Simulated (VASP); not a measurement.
A run of VASP 6.6.1:

Contents of INCAR:

```
PREC = Accurate ; ENCUT = 520
EDIFF = 1E-6 ; ISMEAR = 0
SIGMA = 0.02 ; LREAL = False
LASPH = True ; NELM = 80
ALGO = Normal ; ISIF = 2
LWAVE = False ; LCHARG = True
GGA = PE ; LELF = True
LVHAR = True ; NBANDS = 18
```

KPOINTS

```
regular mesh
0
Gamma
  8 8 8
```

POSCAR

```
HfO2
1.0
    0.0000000000      2.5487552940      2.5487552940
    2.5487552940      0.0000000000      2.5487552940
    2.5487552940      2.5487552940      0.0000000000
Hf O
1 2
Direct
    0.0000000000      0.0000000000      0.0000000000
    0.7500000000      0.7500000000      0.7500000000
    0.2500000000      0.2500000000      0.2500000000
```

Potentials or basis: VASP PAW PBE potentials, release 64 (Hf_pv, O).

Run with:

```sh
$ cat potpaw_PBE.64/Hf_pv/POTCAR potpaw_PBE.64/O/POTCAR > POTCAR
$ mpirun -np 1 vasp_std > vasp.out
```

Hardware: 1 thread of Intel(R) Xeon(R) Platinum 8259CL CPU @ 2.50GHz (Skylake/Cascade Lake) (shared host).

**Question.** Estimate the wall time of this run.

**Answer.** Wall time 25 s on 1 thread of Intel(R) Xeon(R) Platinum 8259CL CPU @ 2.50GHz (Skylake/Cascade Lake), on a shared host, peak memory 0.16 GiB. Counts: scf iterations 13, k points 29.
